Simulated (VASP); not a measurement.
Ag4B, 5 atoms in the cell. The cell holds a slab with vacuum, 5 atoms: a = 2.867 Å, b = 2.867 Å, c = 25.082 Å, α = 90.00°, β = 90.00°, γ = 90.00°. 

| Quantity | Value |
| --- | --- |
| Program | VASP 6.6.1 |
| Task | single point |
| Functional | PBEsol |
| Potentials or basis | VASP PAW PBE potentials, release 64 (Ag, B) |
| Cutoff | 520 eV |
| k mesh | 10 × 10 × 1 |
| Occupations | gaussian, width 0.1 eV |
| Spin | no spin polarisation |
| Dipole correction | yes |
| Further INCAR settings | ALGO = Normal; EDIFF = 1e-06; NBANDS = 32 |

Potentials or basis: VASP PAW PBE potentials, release 64 (Ag, B).

Launch:

```console
$ cat potpaw_PBE.64/Ag/POTCAR potpaw_PBE.64/B/POTCAR > POTCAR
$ mpirun -np 1 vasp_std > vasp.out
```

Hardware: 1 thread of AMD EPYC 9R45 96-Core Processor (Zen 5), on a shared host.

**Question.** Estimate the wall time of this run.

**Answer.** It took 2.7 min on 1 thread of AMD EPYC 9R45 96-Core Processor (Zen 5), with other jobs on the host, peak memory 0.35 GiB. Counts: scf iterations 26, k points 21.
